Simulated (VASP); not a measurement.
# Co (Im-3m) in VASP: notebook

Co is run at these levels: r2SCAN; tasks: single point.

Program: VASP 6.6.1. These are calculated values, not measurements. Logs are shortened: lines on timing, memory, paths and dates and some standing lists are left out, and cuts for length are marked.

## Step 1: The cell of the first run

The structure is cubic, space group Im-3m (No. 229). Conventional cell: a = 2.761 Å, b = 2.761 Å, c = 2.761 Å, α = 90.00°, β = 90.00°, γ = 90.00°. Co (site symmetry m-3m) has 14 Co at 2.39 to 2.76 Å within 3.2 Å.

## Step 2: Single point, r2SCAN, collinear spin, ferromagnetic start (volume scaled by 0.96)

File POSCAR:

```
Co
1.0
   -1.3802683246      1.3802683246      1.3802683246
    1.3802683246     -1.3802683246      1.3802683246
    1.3802683246      1.3802683246     -1.3802683246
Co
1
Direct
    0.0000000000      0.0000000000      0.0000000000
```

File INCAR.step1:

```
PREC = Accurate
ENCUT = 520
ISMEAR = -1
SIGMA = 0.05
LREAL = False
LASPH = True
NELM = 150
ISPIN = 2
MAGMOM = 2.046
LMAXMIX = 4
NBANDS = 14
GGA = PE
ALGO = Normal
EDIFF = 1E-4
LWAVE = True
LCHARG = False
```

File INCAR.step2:

```
PREC = Accurate
ENCUT = 520
EDIFF = 1E-7
ISMEAR = -1
SIGMA = 0.05
LREAL = False
LASPH = True
NELM = 150
ALGO = Normal
ISIF = 2
LWAVE = False
LCHARG = False
ISPIN = 2
MAGMOM = 2.046
LORBIT = 11
LMAXMIX = 4
METAGGA = R2SCAN
LMIXTAU = True
NBANDS = 14
ISTART = 1
```

File KPOINTS:

```
Automatic mesh
0
Gamma
  18 18 18
```

Potentials or basis: VASP PAW PBE potentials, release 64 (Co).

The run is started by

```sh
$ cat potpaw_PBE.64/Co/POTCAR > POTCAR
$ cp INCAR.step1 INCAR
$ mpirun -np 1 vasp_std > vasp.out
$ cp INCAR.step2 INCAR
$ mpirun -np 1 vasp_std > vasp.out
```

OUTCAR:

```text
PREC = Accurate
   ENCUT = 520
   EDIFF = 1E-7
   ISMEAR = -1
   LREAL = False
   LASPH = True
   NELM = 150
   ISIF = 2
   ISPIN = 2
   LORBIT = 11
   METAGGA = R2SCAN
   ISTART = 1

 ion  position               nearest neighbor table
   1  0.000  0.000  0.000-

  LATTYP: Found a body centered cubic cell.
 ALAT       =     2.7605366492

  Lattice vectors:

 A1 = (  -1.3802683246,   1.3802683246,   1.3802683246)
 A2 = (   1.3802683246,  -1.3802683246,   1.3802683246)
 A3 = (   1.3802683246,   1.3802683246,  -1.3802683246)

Analysis of symmetry for initial positions (statically):
=====================================================================
 Subroutine PRICEL returns:
 Original cell was already a primitive cell.

 Routine SETGRP: Setting up the symmetry group for a
 body centered cubic supercell.

 Subroutine GETGRP returns: Found 48 space group operations
 (whereof 48 operations were pure point group operations)
 out of a pool of 48 trial point group operations.

The static configuration has the point symmetry O_h .

Analysis of symmetry for dynamics (positions and initial velocities):
=====================================================================
 Subroutine PRICEL returns:
 Original cell was already a primitive cell.

 Routine SETGRP: Setting up the symmetry group for a
 body centered cubic supercell.

 Subroutine GETGRP returns: Found 48 space group operations
 (whereof 48 operations were pure point group operations)
 out of a pool of 48 trial point group operations.

The dynamic configuration has the point symmetry O_h .

Analysis of structural, dynamic, and magnetic symmetry:
=====================================================================
 Subroutine PRICEL returns:
 Original cell was already a primitive cell.

 Routine SETGRP: Setting up the symmetry group for a
 body centered cubic supercell.

 Subroutine GETGRP returns: Found 48 space group operations
 (whereof 48 operations were pure point group operations)
 out of a pool of 48 trial point group operations.

The overall configuration has the point symmetry O_h .

 Subroutine INISYM returns: Found 48 space group operations
 (whereof 48 operations are pure point group operations),
 and found     1 'primitive' translations

----------------------------------------------------------------------------------------

                                     Primitive cell

  volume of cell :      10.5184

  direct lattice vectors                    reciprocal lattice vectors
    -1.380268325  1.380268325  1.380268325     0.000000000  0.362248406  0.362248406
     1.380268325 -1.380268325  1.380268325     0.362248406  0.000000000  0.362248406
     1.380268325  1.380268325 -1.380268325     0.362248406  0.362248406  0.000000000

  length of vectors
     2.390694866  2.390694866  2.390694866     0.512296608  0.512296608  0.512296608

  position of ions in fractional coordinates (direct lattice)
     0.000000000  0.000000000  0.000000000

  ion indices of the primitive-cell ions
   primitive index   ion index
                 1           1

----------------------------------------------------------------------------------------

 KPOINTS: Automatic mesh

Automatic generation of k-mesh.
 Grid dimensions read from file:
 generate k-points for:   18   18   18

 Generating k-lattice:

  Cartesian coordinates                     Fractional coordinates (reciprocal lattice)
     0.000000000  0.020124911  0.020124911     0.055555556  0.000000000  0.000000000
     0.020124911  0.000000000  0.020124911     0.000000000  0.055555556  0.000000000
     0.020124911  0.020124911  0.000000000     0.000000000  0.000000000  0.055555556

  Length of vectors
     0.028460923  0.028460923  0.028460923

  Shift w.r.t. Gamma in fractional coordinates (k-lattice)
     0.000000000  0.000000000  0.000000000

 Subroutine IBZKPT returns following result:
 ===========================================

 Found    195 irreducible k-points:

 Following reciprocal coordinates:
            Coordinates               Weight
  0.000000  0.000000  0.000000      1.000000
  0.055556  0.000000  0.000000     12.000000
  0.111111  0.000000  0.000000     12.000000
  0.166667  0.000000  0.000000     12.000000
  0.222222  0.000000  0.000000     12.000000
  0.277778  0.000000  0.000000     12.000000
[... 16 lines left out ...]
  0.333333  0.111111  0.000000     48.000000
  0.388889  0.111111  0.000000     48.000000
 [... further k-points ...]
   k-points           NKPTS =    195   k-points in BZ     NKDIM =    195   number of bands    NBANDS=     14
   number of dos      NEDOS =    301   number of ions     NIONS =      1
   total plane-waves  NPLWV =   5832
   dimension x,y,z NGX =    18 NGY =   18 NGZ =   18
   dimension x,y,z NGXF=    36 NGYF=   36 NGZF=   36
   ions per type =               1
   NGX,Y,Z   is equivalent  to a cutoff of  12.52, 12.52, 12.52 a.u.
   NGXF,Y,Z  is equivalent  to a cutoff of  25.03, 25.03, 25.03 a.u.
 SYSTEM =  unknown system
   PREC   = accura    normal or accurate (medium, high low for compatibility)
   ISTART =      1    job   : 0-new  1-cont  2-samecut
   ICHARG =      0    charge: 1-file 2-atom 10-const
   ISPIN  =      2    spin polarized calculation?
   LNONCOLLINEAR =      F non collinear calculations
   LSORBIT =      F    spin-orbit coupling
   LASPH  =      T    aspherical Exc in radial PAW
   ENCUT  =  520.0 eV  38.22 Ry    6.18 a.u.   4.45  4.45  4.45*2*pi/ulx,y,z
   NELM   =    150;   NELMIN=  2; NELMDL=  0     # of ELM steps
   EDIFF  = 0.1E-06   stopping-criterion for ELM
   LREAL  =      F    real-space projection
   EDIFFG = 0.1E-05   stopping-criterion for IOM
   NSW    =      0    number of steps for IOM
   IBRION =     -1    ionic relax: 0-MD 1-quasi-New 2-CG
   NFREE  =      0    steps in history (QN), initial steepest desc. (CG)
   ISIF   =      2    stress and relaxation
   ISYM   =      2    0-nonsym 1-usesym 2-fastsym
   POTIM  = 0.5000    time-step for ionic-motion
   TEBEG  =    0.0;   TEEND  =   0.0 temperature during run
   PSTRESS=    0.0 pullay stress
   NELECT =       9.0000    total number of electrons
   NUPDOWN=      -1.0000    fix difference up-down
   EMIN   =  10.00;   EMAX   =-10.00  energy-range for DOS
   EFERMI =   0.00;   METHOD = LEGACY
   ISMEAR =    -1;   SIGMA  =   0.05  broadening in eV -4-tet -1-fermi 0-gaus
   EFERMI_NEDOS =   21; number of points for ismear=-14 and -15
   IALGO  =     38    algorithm
   IMIX   =      4    mixing-type and parameters
     AMIX     =   0.40;   BMIX     =  1.00
     AMIX_MAG =   1.60;   BMIX_MAG =  1.00
  volume/ion in A,a.u.               =      10.52        70.98
  Fermi-wavevector in a.u.,A,eV,Ry     =   1.554195  2.937003 32.865170  2.415522
  Thomas-Fermi vector in A             =   2.658316
   LORBIT       =     11    0 simple, 1 ext, 2 COOP (PROOUT), +10 PAW based schemes
   METAGGA = R2SCAN    functional components
   LHFCALC =     F    Hartree Fock is set to
   AEXX    =    0.0000 exact exchange contribution
   IVDW    =     0    specifies the selected vdW correction
   LEPSILON=     F    determine dielectric tensor
   LRPA    =     F    only Hartree local field effects (RPA)
 spin polarized calculation
  energy-cutoff  :      520.00
  volume of cell :       10.52
 maximum number of plane-waves:       321
 NGX is ok and might be reduce to    18
   NGX =  9   NGY =  9   NGZ =  9

 number of electron       9.0000011 magnetization       1.8976105

 Free energy of the ion-electron system (eV)
  ---------------------------------------------------
  ext. energy  EPLUGINS =         0.00000000
  ---------------------------------------------------
  free energy    TOTEN  =       -13.23086010 eV

  energy without entropy =      -13.22251576  energy(sigma->0) =      -13.22668793

 E-fermi :  11.2757     XC(G=0): -14.8902

 val. band max:       11.2756008726   @ k =   0.2222   0.1111   0.0000
 cond. band min:      11.2832090696   @ k =  -0.3889   0.5000   0.2778
 fundamental gap:      0.0076081970
 Fermi energy:        11.2756816072

 spin component 1

 k-point     1 :       0.0000    0.0000    0.0000
  band No.  band energies     occupation
      1       1.1745      1.00000
      2       7.2758      1.00000
      3       7.2759      1.00000
      4       7.2759      1.00000
      5       8.2247      1.00000
      6       8.2247      1.00000
      7      37.6401      0.00000
      8      37.6401      0.00000
      9      37.6401      0.00000
     10      41.9267      0.00000
     11      43.1613      0.00000
     12      43.1613      0.00000
     13      45.2923      0.00000
     14      45.2924      0.00000

 k-point     2 :       0.0556    0.0000    0.0000
  band No.  band energies     occupation
      1       1.3121      1.00000
      2       7.2424      1.00000
      3       7.2743      1.00000
      4       7.3434      1.00000
      5       8.1926      1.00000
      6       8.2273      1.00000
      7      36.6379      0.00000
      8      37.4239      0.00000
      9      37.5057      0.00000
     10      41.8859      0.00000
     11      42.4774      0.00000
     12      43.2410      0.00000
     13      43.2836      0.00000
     14      44.0104      0.00000
[... 343 lines left out ...]
      1       4.9791      1.00000
      2       6.3753      1.00000
      3       7.6497      1.00000
      4       8.3237      1.00000
      5       8.7561      1.00000
      6      10.6716      0.99999
      7      20.7263      0.00000
      8      28.2436      0.00000
      9      32.0619      0.00000
     10      37.3191      0.00000
     11      41.6128      0.00000
     12      43.0138      0.00000
     13      45.4099      0.00000
     14      51.4374      0.00000

 k-point    24 :       0.3889    0.1111    0.0000
  band No.  band energies     occupation
      1       4.9758      1.00000
      2       6.3028      1.00000
      3       7.9004      1.00000
      4       8.3482      1.00000
      5       9.0776      1.00000
      6      11.7061      0.00018
      7      18.6833      0.00000
      8      27.8141      0.00000
      9      31.5148      0.00000
     10      37.2143      0.00000
     11      41.5245      0.00000
     12      43.2419      0.00000
     13      45.8206      0.00000
     14      52.1545      0.00000

 [... further k-points ...]

 spin component 2

 k-point     1 :       0.0000    0.0000    0.0000
  band No.  band energies     occupation
      1       0.7137      1.00000
      2       9.3667      1.00000
      3       9.3669      1.00000
      4       9.3669      1.00000
      5      12.1272      0.00000
      6      12.1273      0.00000
      7      37.6952      0.00000
      8      37.6953      0.00000
      9      37.6953      0.00000
     10      43.8063      0.00000
     11      43.8064      0.00000
     12      46.2695      0.00000
     13      46.2696      0.00000
     14      46.2697      0.00000

 k-point     2 :       0.0556    0.0000    0.0000
  band No.  band energies     occupation
      1       0.8547      1.00000
      2       9.3244      1.00000
      3       9.3599      1.00000
      4       9.4421      1.00000
      5      12.0791      0.00000
      6      12.1300      0.00000
      7      36.7858      0.00000
      8      37.5128      0.00000
      9      37.5929      0.00000
     10      43.3172      0.00000
     11      44.3127      0.00000
     12      44.5309      0.00000
     13      44.8707      0.00000
     14      46.6545      0.00000
[... 343 lines left out ...]
      1       5.9137      1.00000
      2       8.2236      1.00000
      3       9.0810      1.00000
      4      11.6513      0.00055
      5      12.1648      0.00000
      6      12.7531      0.00000
      7      21.7398      0.00000
      8      28.7903      0.00000
      9      32.8276      0.00000
     10      37.8272      0.00000
     11      43.5127      0.00000
     12      45.8832      0.00000
     13      50.6075      0.00000
     14      52.5353      0.00000

 k-point    24 :       0.3889    0.1111    0.0000
  band No.  band energies     occupation
      1       6.2865      1.00000
      2       8.1240      1.00000
      3       9.4721      1.00000
      4      11.7135      0.00016
      5      12.2762      0.00000
      6      13.2556      0.00000
      7      19.9351      0.00000
      8      28.3490      0.00000
      9      32.2379      0.00000
     10      37.7430      0.00000
     11      43.5296      0.00000
     12      46.4131      0.00000
     13      50.4872      0.00000
     14      53.5286      0.00000

 [... further k-points ...]

------------------------ aborting loop because EDIFF is reached ----------------------------------------

  FORCE on cell =-STRESS in cart. coord.  units (eV):
  Direction    XX          YY          ZZ          XY          YZ          ZX
  --------------------------------------------------------------------------------------
  -------------------------------------------------------------------------------------
  Total        0.6343554      0.6343554      0.6343554      0.0000000      0.0000000      0.0000000
  in kB       96.6257057     96.6257057     96.6257057      0.0000000      0.0000000      0.0000000
  external PRESSURE =      96.6257057 kB  Pullay stress =       0.0000000 kB

 VOLUME and BASIS-vectors are now :
 -----------------------------------------------------------------------------
  energy-cutoff  :      520.00
  volume of cell :       10.52
      direct lattice vectors                 reciprocal lattice vectors
    -1.380268325  1.380268325  1.380268325     0.000000000  0.362248406  0.362248406
     1.380268325 -1.380268325  1.380268325     0.362248406  0.000000000  0.362248406
     1.380268325  1.380268325 -1.380268325     0.362248406  0.362248406  0.000000000

 POSITION                                       TOTAL-FORCE (eV/Angst)
 -----------------------------------------------------------------------------------
      0.00000      0.00000      0.00000        -0.000000      0.000000     -0.000000
 -----------------------------------------------------------------------------------
    total drift:                                0.000000     -0.000000      0.000000

  FREE ENERGIE OF THE ION-ELECTRON SYSTEM (eV)
  ---------------------------------------------------
  free  energy   TOTEN  =       -13.2308601048 eV

  energy  without entropy=      -13.2225157630  energy(sigma->0) =      -13.22668793

 total charge

# of ion       s       p       d       tot
------------------------------------------
    1        0.527   0.612   7.212   8.351

 magnetization (x)

# of ion       s       p       d       tot
------------------------------------------
    1        0.005  -0.064   2.006   1.948
```

Run time: 6.8 min. Hardware: 1 thread of AMD EPYC 7R43 (Zen 3), shared host; peak memory 0.12 GiB.

Results:

```
Free energy                                           : -13.2309 eV
Pressure                                              : 9.7 GPa
Net moment                                            : 1.90 μB per cell
Site moments                                          : Co +1.95 μB
Valence electrons inside the program's atomic spheres : Co 8.35
```

Caveat: the cell differs from its parent crystal (volume scaled by 0.96); the PAW data sets were made with another functional, which shifts forces and pressure a little.

## Step 3: Single point, r2SCAN, collinear spin, ferromagnetic start

This run uses another cell than the first one, of 10.96 Å³/atom, 1.042 times its volume.

File POSCAR:

```
Co
1.0
   -1.3991784598      1.3991784598      1.3991784598
    1.3991784598     -1.3991784598      1.3991784598
    1.3991784598      1.3991784598     -1.3991784598
Co
1
Direct
    0.0000000000      0.0000000000      0.0000000000
```

File INCAR.step1:

```
PREC = Accurate ; ENCUT = 520
ISMEAR = -1 ; SIGMA = 0.05
LREAL = False ; LASPH = True
NELM = 150 ; ISPIN = 2
MAGMOM = 2.046 ; LMAXMIX = 4
NBANDS = 14 ; GGA = PE
ALGO = Normal ; EDIFF = 1E-4
LWAVE = True ; LCHARG = False
```

File INCAR.step2:

```
PREC = Accurate ; ENCUT = 520
EDIFF = 1E-7 ; ISMEAR = -1
SIGMA = 0.05 ; LREAL = False
LASPH = True ; NELM = 150
ALGO = Normal ; ISIF = 2
LWAVE = False ; LCHARG = False
ISPIN = 2 ; MAGMOM = 2.046
LORBIT = 11 ; LMAXMIX = 4
METAGGA = R2SCAN ; LMIXTAU = True
NBANDS = 14 ; ISTART = 1
```

File KPOINTS:

```
regular mesh
0
Gamma
  18 18 18
```

Potentials or basis: VASP PAW PBE potentials, release 64 (Co).

The run is started by

```sh
$ cat potpaw_PBE.64/Co/POTCAR > POTCAR
$ cp INCAR.step1 INCAR
$ mpirun -np 1 vasp_std > vasp.out
$ cp INCAR.step2 INCAR
$ mpirun -np 1 vasp_std > vasp.out
```

Run time: 5.9 min. Hardware: 1 thread of AMD EPYC 7R43 (Zen 3), shared host; peak memory 0.13 GiB.

The run converged. Its results:

```
Free energy                                           : -13.2439 eV
Pressure                                              : 0.1 GPa
Net moment                                            : 1.91 μB per cell
Site moments                                          : Co +1.97 μB
Valence electrons inside the program's atomic spheres : Co 8.27
```

Levels at points of the mesh, in eV from the Fermi level:
Spin up:
| k point | band 2 | band 3 | band 4 | band 5 | band 6 | band 7 | band 8 | band 9 |
| --- | --- | --- | --- | --- | --- | --- | --- | --- |
| (0.00, 0.00, 0.00) | -3.92 | -3.92 | -3.92 | -3.08 | -3.08 | 25.94 | 25.94 | 25.94 |
| (0.50, 0.00, 0.00) | -4.89 | -2.93 | -2.93 | -1.47 | -0.41 | 6.04 | 18.73 | 20.24 |
| (0.50, 0.50, 0.50) | -6.41 | -1.72 | -1.72 | -1.72 | 9.51 | 9.51 | 9.51 | 14.95 |
Spin down:
```csv
k point,band 1,band 2,band 3,band 4,band 5,band 6,band 7,band 8,band 9
"(0.00, 0.00, 0.00)",-10.32,-1.85,-1.85,-1.85,0.89,0.89,25.98,25.98,25.98
"(0.50, 0.00, 0.00)",-4.95,-3.08,-0.83,0.52,0.95,1.12,7.51,19.01,21.08
"(0.50, 0.50, 0.50)",-3.84,-3.84,0.67,0.68,0.68,9.60,9.60,9.60,16.15
```

Caveat: the PAW data sets were made with another functional, which shifts forces and pressure a little.

(Continued in part 2 of 2.)
